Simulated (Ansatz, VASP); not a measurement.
# One calculation of Nb, two programs

File INCAR:

```
  PREC = Accurate
  ENCUT = 520
  EDIFF = 1E-8
  ISMEAR = -1
  SIGMA = 0.08
  LREAL = False
  LASPH = True
  NELM = 80
  ALGO = Normal
  ISIF = 2
  LWAVE = False
  LCHARG = False
  GGA = PE
  LEFG = True
  NBANDS = 12
```

The input KPOINTS:

```
Automatic mesh
0
Gamma
  13 13 13
```

Contents of POSCAR:

```
Nb
1.0
   -0.0634500000      2.0832750000      2.0832750000
    2.0832750000     -0.0634500000      2.0832750000
    2.0832750000      2.0832750000     -0.0634500000
Nb
1
Direct
    0.0000000000      0.0000000000      0.0000000000
```

Input for Ansatz:

```yaml
crystal:
  lattice:
    - [-0.06345, 2.083275, 2.083275]
    - [2.083275, -0.06345, 2.083275]
    - [2.083275, 2.083275, -0.06345]
  atoms:
    - { symbol: Nb, position: [0.0, 0.0, 0.0] }
kpoints:
  mp_grid: { grid: [13, 13, 13] }
scf:
  occupations: { method: fermi_dirac, width: 0.08 }
hamiltonian:
  xc: pbe
  pseudopotentials: { kind: paw }
output:
  forces: true
  stress: true
  eigenvalues: true
  efg: { contact_densities: true }
```

Change from the starting cell: equal xy, yz and zx shear strains of -3 %, PAW files.

Alike in both runs: task electric field gradients; functional PBE; k mesh 13 × 13 × 13; occupations fermi-dirac, width 0.08 eV; no spin polarisation.

```csv
,VASP,Ansatz
version,VASP 6.6.1,Ansatz 0.2.0
potentials or method,"VASP PAW PBE potentials, release 64 (Nb_sv)","PAW with Ansatz's default frozen-core files, scalar-relativistic"
plane-wave cutoff (eV),520,420
valence electrons in the cell,13,13
```

```csv
,VASP,Ansatz,Ansatz less VASP
pressure (GPa),-1.6,-1.3,+0.31
"traceless stress, the component that is largest in VASP (GPa)",-0.91,-0.96,-0.048
size of Vzz on the site where it differs most (V/Å²),8.4,6.4,-2.00
```

The functional is the same, so the differences come from potentials, cutoffs and numerics.
